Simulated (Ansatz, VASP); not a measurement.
# Ga4SbAs in VASP and in Ansatz

```
CELL_PARAMETERS angstrom
6.16872 0.00000 0.00000
0.00000 6.16872 0.00000
0.00000 0.00000 3.73863
ATOMIC_POSITIONS crystal
Ga 0.28148 0.00000 0.00000
Ga 0.71852 0.00000 0.00000
Ga 0.00000 0.71852 0.00000
Ga 0.00000 0.28148 0.00000
Sb 0.00000 0.00000 0.00000
As 0.00000 0.00000 0.50000
```

Alike in both runs: task single point; functional PBE; k mesh 4 × 4 × 6; occupations gaussian, width 0.1 eV; no spin polarisation.

|  | VASP | Ansatz |
| --- | --- | --- |
| version | VASP 6.6.1 | Ansatz 0.2.0 |
| potentials or method | VASP PAW PBE potentials, release 64 (Ga_d, Sb_d_GW, As_d), cutoff 510 eV | scalar-relativistic, plane waves, PAW |
| valence electrons in the cell | 82 | 82 |

|  | VASP | Ansatz | Ansatz less VASP |
| --- | --- | --- | --- |
| gap on the k mesh at the Fermi level (eV) | none | none | - |
| rms of the force components (eV/Å) | 20.178 | 19.276 | -0.9012 |

Atom by atom the forces differ by 0.901 eV/Å (rms over components). A gap of «none» marks a metal or a gap that the smearing closes.

Spin-orbit coupling is off throughout.
